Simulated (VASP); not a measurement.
# Li: single point with PBE

The system is Li.

```xyz
16
Lattice="7.3129 0.0000 0.0000 0.0000 7.3129 0.0000 0.0000 0.0000 7.3129" Properties=species:S:1:pos:R:3 pbc="T T T"
Li    1.1887   -0.0271    0.6380
Li    3.9559   -0.3709   -0.1732
Li   -0.5240    3.8233    0.2778
Li    0.2100   -0.4405    4.0861
Li    1.3221    1.7268    2.2579
Li    3.5195    3.2971    0.4888
Li    3.7951   -0.5397    3.5378
Li    5.7762    1.3593    2.5913
Li    0.0407    3.5449    4.0230
Li    1.8083    5.0626    1.6695
Li    1.6431    1.8596    5.5381
Li    4.0204    3.4849    3.8387
Li    6.2302    5.5689    1.7418
Li    6.5633    0.8038    6.0640
Li    1.9294    5.3795    6.1344
Li    5.3460    5.1391    6.1343
```

* Program: VASP 6.6.1
* Task: single point
* Functional: PBE
* Potentials or basis: VASP PAW PBE potentials, release 64 (Li_sv)
* Cutoff: 520 eV
* k mesh: 2 × 2 × 2
* Occupations: fermi-dirac, width 0.11 eV
* Spin: no spin polarisation

```
Largest force          : 1.239 eV/Å
Band gap on the k mesh : zero (band 24 reaches 0.32 eV, above the bottom of band 25 at -0.34 eV)
```

Forces on the atoms (eV/Å):
```
Li  -0.380 -0.045 -0.343
Li  -0.122  0.467  0.432
Li   0.681 -1.029 -0.106
Li   0.239 -0.360 -0.279
Li   0.279  0.419  0.274
Li   0.213 -0.208 -0.062
Li  -0.225 -0.013  0.123
Li   0.038  0.095 -0.302
Li  -0.147  0.294 -0.002
Li   0.113 -0.233  0.536
Li   0.482  0.004  0.106
Li  -0.101  0.058  0.031
Li  -0.369  0.534  0.418
Li  -0.543  0.238  0.293
Li  -0.218 -0.274 -0.416
Li   0.058  0.054 -0.703
```

Levels at points of the mesh, in eV from the Fermi level:
```
           k point  band 20  band 21  band 22  band 23  band 24  band 25  band 26  band 27
(0.00, 0.00, 0.00)    -0.96    -0.93    -0.86    -0.71     0.35     0.45     0.56     0.62
(0.50, 0.00, 0.00)    -0.57    -0.52    -0.46    -0.39    -0.28    -0.19    -0.01     0.86
(0.00, 0.50, 0.00)    -0.58    -0.51    -0.45    -0.42    -0.36    -0.25    -0.22     1.08
(0.00, 0.00, 0.50)    -0.58    -0.49    -0.46    -0.41    -0.35    -0.31    -0.12     1.16
(0.50, 0.50, 0.00)    -1.80    -0.30    -0.11     0.01     0.05     0.10     0.23     0.44
(0.00, 0.50, 0.50)    -1.91    -0.36    -0.09     0.00     0.14     0.20     0.33     0.39
(0.50, 0.00, 0.50)    -1.88    -0.22    -0.06    -0.05     0.01     0.23     0.33     0.40
(0.50, 0.50, 0.50)    -1.53    -1.47    -1.38    -1.27    -1.17     1.61     1.90     1.95
```

Run time: 58 s on 1 thread of Intel(R) Xeon(R) 6975P-C (Granite Rapids), with other jobs on the host, peak memory 0.37 GiB.

Caveat: the k points lie up to 0.43 Å⁻¹ apart; forces of over 1 eV/Å act on the atoms, so gaps and moduli don't describe the material at rest.
